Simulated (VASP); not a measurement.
# Ir (Fm-3m) in VASP: single point with r2SCAN

Aim: the single point of Ir with r2SCAN.

All numbers are computed with VASP 6.6.1; they aren't measurements. Logs are shortened: lines on timing, memory, paths and dates and some standing lists are left out, and cuts for length are marked.

### 1 The cell of the first run

It takes space group Fm-3m (No. 225, cubic). Conventional cell: a = 3.839 Å, b = 3.839 Å, c = 3.839 Å, α = 90.00°, β = 90.00°, γ = 90.00°. Ir (site symmetry m-3m) has 12 Ir at 2.71 Å within 3.6 Å.

### 2 Single point, r2SCAN

Input file POSCAR:

```
Ir
1.0
    0.0000000000      1.9197000000      1.9197000000
    1.9197000000      0.0000000000      1.9197000000
    1.9197000000      1.9197000000      0.0000000000
Ir
1
Direct
    0.0000000000      0.0000000000      0.0000000000
```

Input file INCAR.step1:

```
PREC     = Accurate       # precision mode
ENCUT    = 550            # plane-wave cutoff, eV
ISMEAR   = -1             # smearing method
SIGMA    = 0.05           # smearing width, eV
LREAL    = False          # projectors in reciprocal space
LASPH    = True           # aspherical terms in the spheres
NELM     = 120            # most SCF steps
NBANDS   = 10             # bands
GGA      = PE             # functional
ALGO     = Normal         # electronic algorithm
EDIFF    = 1E-5           # SCF threshold, eV
LWAVE    = True           # write WAVECAR
LCHARG   = False          # write CHGCAR
GGA_COMPAT= False
```

Input file INCAR.step2:

```
PREC     = Accurate       # precision mode
ENCUT    = 550            # plane-wave cutoff, eV
EDIFF    = 1E-6           # SCF threshold, eV
ISMEAR   = -1             # smearing method
SIGMA    = 0.05           # smearing width, eV
LREAL    = False          # projectors in reciprocal space
LASPH    = True           # aspherical terms in the spheres
NELM     = 120            # most SCF steps
ALGO     = Normal         # electronic algorithm
ISIF     = 2              # what is computed and relaxed
LWAVE    = False          # write WAVECAR
LCHARG   = False          # write CHGCAR
METAGGA  = R2SCAN         # meta-GGA
LMIXTAU  = True         
NBANDS   = 10             # bands
ISTART   = 1            
GGA_COMPAT= False
```

Input file KPOINTS:

```
regular mesh
0
Gamma
  15 15 15
```

Potentials or basis: VASP PAW PBE potentials, release 64 (Ir).

Run with:

```
$ cat potpaw_PBE.64/Ir/POTCAR > POTCAR
$ cp INCAR.step1 INCAR
$ mpirun -np 1 vasp_std > vasp.out
$ cp INCAR.step2 INCAR
$ mpirun -np 1 vasp_std > vasp.out
```

OUTCAR:

```text
PREC = Accurate
   ENCUT = 550
   EDIFF = 1E-6
   ISMEAR = -1
   LREAL = False
   LASPH = True
   NELM = 120
   ISIF = 2
   METAGGA = R2SCAN
   ISTART = 1

 ion  position               nearest neighbor table
   1  0.000  0.000  0.000-

  LATTYP: Found a face centered cubic cell.
 ALAT       =     3.8394000000

  Lattice vectors:

 A1 = (   0.0000000000,   1.9197000000,   1.9197000000)
 A2 = (   1.9197000000,   0.0000000000,   1.9197000000)
 A3 = (   1.9197000000,   1.9197000000,   0.0000000000)

Analysis of symmetry for initial positions (statically):
=====================================================================
 Subroutine PRICEL returns:
 Original cell was already a primitive cell.

 Routine SETGRP: Setting up the symmetry group for a
 face centered cubic supercell.

 Subroutine GETGRP returns: Found 48 space group operations
 (whereof 48 operations were pure point group operations)
 out of a pool of 48 trial point group operations.

The static configuration has the point symmetry O_h .

Analysis of symmetry for dynamics (positions and initial velocities):
=====================================================================
 Subroutine PRICEL returns:
 Original cell was already a primitive cell.

 Routine SETGRP: Setting up the symmetry group for a
 face centered cubic supercell.

 Subroutine GETGRP returns: Found 48 space group operations
 (whereof 48 operations were pure point group operations)
 out of a pool of 48 trial point group operations.

The dynamic configuration has the point symmetry O_h .

 Subroutine INISYM returns: Found 48 space group operations
 (whereof 48 operations are pure point group operations),
 and found     1 'primitive' translations

----------------------------------------------------------------------------------------

                                     Primitive cell

  volume of cell :      14.1491

  direct lattice vectors                    reciprocal lattice vectors
     0.000000000  1.919700000  1.919700000    -0.260457363  0.260457363  0.260457363
     1.919700000  0.000000000  1.919700000     0.260457363 -0.260457363  0.260457363
     1.919700000  1.919700000  0.000000000     0.260457363  0.260457363 -0.260457363

  length of vectors
     2.714865776  2.714865776  2.714865776     0.451125386  0.451125386  0.451125386

  position of ions in fractional coordinates (direct lattice)
     0.000000000  0.000000000  0.000000000
[... 79 lines left out ...]
   NSW    =      0    number of steps for IOM
   IBRION =     -1    ionic relax: 0-MD 1-quasi-New 2-CG
   NFREE  =      0    steps in history (QN), initial steepest desc. (CG)
   ISIF   =      2    stress and relaxation
   ISYM   =      2    0-nonsym 1-usesym 2-fastsym
   POTIM  = 0.5000    time-step for ionic-motion
   TEBEG  =    0.0;   TEEND  =   0.0 temperature during run
   PSTRESS=    0.0 pullay stress
   NELECT =       9.0000    total number of electrons
   NUPDOWN=      -1.0000    fix difference up-down
   EMIN   =  10.00;   EMAX   =-10.00  energy-range for DOS
   EFERMI =   0.00;   METHOD = LEGACY
   ISMEAR =    -1;   SIGMA  =   0.05  broadening in eV -4-tet -1-fermi 0-gaus
   EFERMI_NEDOS =   21; number of points for ismear=-14 and -15
   IALGO  =     38    algorithm
   IMIX   =      4    mixing-type and parameters
     AMIX     =   0.40;   BMIX     =  1.00
     AMIX_MAG =   1.60;   BMIX_MAG =  1.00
  volume/ion in A,a.u.               =      14.15        95.48
  Fermi-wavevector in a.u.,A,eV,Ry     =   1.407923  2.660589 26.970118  1.982248
  Thomas-Fermi vector in A             =   2.530133
   LORBIT       =      0    0 simple, 1 ext, 2 COOP (PROOUT), +10 PAW based schemes
   METAGGA = R2SCAN    functional components
   LHFCALC =     F    Hartree Fock is set to
   AEXX    =    0.0000 exact exchange contribution
   IVDW    =     0    specifies the selected vdW correction
   LEPSILON=     F    determine dielectric tensor
   LRPA    =     F    only Hartree local field effects (RPA)
 non-spin polarized calculation
  energy-cutoff  :      550.00
  volume of cell :       14.15
 maximum number of plane-waves:       432
 NGX is ok and might be reduce to    24
   NGX = 11   NGY = 11   NGZ = 11

 number of electron       9.0000000 magnetization

 Free energy of the ion-electron system (eV)
  ---------------------------------------------------
  ext. energy  EPLUGINS =         0.00000000
  ---------------------------------------------------
  free energy    TOTEN  =       -52.37451622 eV

  energy without entropy =      -52.36706791  energy(sigma->0) =      -52.37079207

 E-fermi :  10.2289     XC(G=0): -15.3278

 val. band max:       10.1536940199   @ k =  -0.4000   0.4667   0.0667
 cond. band min:      10.2322670236   @ k =  -0.3333   0.3333   0.0000
 fundamental gap:      0.0785730036
 Fermi energy:        10.2289432704

 k-point     1 :       0.0000    0.0000    0.0000
  band No.  band energies     occupation
      1      -1.3535      2.00000
      2       6.1735      2.00000
      3       6.1735      2.00000
      4       6.1735      2.00000
      5       8.8837      2.00000
      6       8.8837      2.00000
      7      25.2760      0.00000
      8      31.1407      0.00000
      9      31.1407      0.00000
     10      31.1407      0.00000
[... 287 lines left out ...]
 k-point    24 :       0.2000    0.1333    0.0000
  band No.  band energies     occupation
      1       0.3703      2.00000
      2       5.0711      2.00000
      3       6.9746      2.00000
      4       7.0882      2.00000
      5       7.8537      2.00000
      6       9.3706      2.00000
      7      28.0614      0.00000
      8      28.2538      0.00000
      9      31.3566      0.00000
     10      31.9355      0.00000

 [... further k-points ...]

------------------------ aborting loop because EDIFF is reached ----------------------------------------

  FORCE on cell =-STRESS in cart. coord.  units (eV):
  Direction    XX          YY          ZZ          XY          YZ          ZX
  --------------------------------------------------------------------------------------
  -------------------------------------------------------------------------------------
  Total        0.3468236      0.3468236      0.3468236      0.0000000      0.0000000      0.0000000
  in kB       39.2725581     39.2725581     39.2725581      0.0000000      0.0000000      0.0000000
  external PRESSURE =      39.2725581 kB  Pullay stress =       0.0000000 kB

 VOLUME and BASIS-vectors are now :
 -----------------------------------------------------------------------------
  energy-cutoff  :      550.00
  volume of cell :       14.15
      direct lattice vectors                 reciprocal lattice vectors
     0.000000000  1.919700000  1.919700000    -0.260457363  0.260457363  0.260457363
     1.919700000  0.000000000  1.919700000     0.260457363 -0.260457363  0.260457363
     1.919700000  1.919700000  0.000000000     0.260457363  0.260457363 -0.260457363

 POSITION                                       TOTAL-FORCE (eV/Angst)
 -----------------------------------------------------------------------------------
      0.00000      0.00000      0.00000        -0.000000     -0.000000      0.000000
 -----------------------------------------------------------------------------------
    total drift:                               -0.000000      0.000000     -0.000000

  FREE ENERGIE OF THE ION-ELECTRON SYSTEM (eV)
  ---------------------------------------------------
  free  energy   TOTEN  =       -52.3745162235 eV

  energy  without entropy=      -52.3670679115  energy(sigma->0) =      -52.37079207
```

OUTCAR.step1:

```text
PREC = Accurate
   ENCUT = 550
   ISMEAR = -1
   LREAL = False
   LASPH = True
   NELM = 120
[... 527 lines left out ...]
 POSITION                                       TOTAL-FORCE (eV/Angst)
 -----------------------------------------------------------------------------------
      0.00000      0.00000      0.00000         0.000000      0.000000      0.000000
 -----------------------------------------------------------------------------------
    total drift:                               -0.000000      0.000000      0.000000

  FREE ENERGIE OF THE ION-ELECTRON SYSTEM (eV)
  ---------------------------------------------------
  free  energy   TOTEN  =        -8.8487614548 eV

  energy  without entropy=       -8.8407565040  energy(sigma->0) =       -8.84475898
```

Wall time 54 s (1 thread of Intel Xeon 8259CL, shared host); peak memory 0.16 GiB.

Results:

- Free energy: -52.3745 eV
- Pressure: 3.9 GPa
- Band gap on the k mesh: zero (an odd number of electrons rules out a gap without spin polarisation)

Caveat: the cell stands under pressure; the PAW data sets were made with another functional, which shifts forces and pressure a little; spin-orbit coupling is left out, which moves the levels of the heavy elements.

The gap in the log of VASP goes by the Fermi energy; the results here count the filled bands.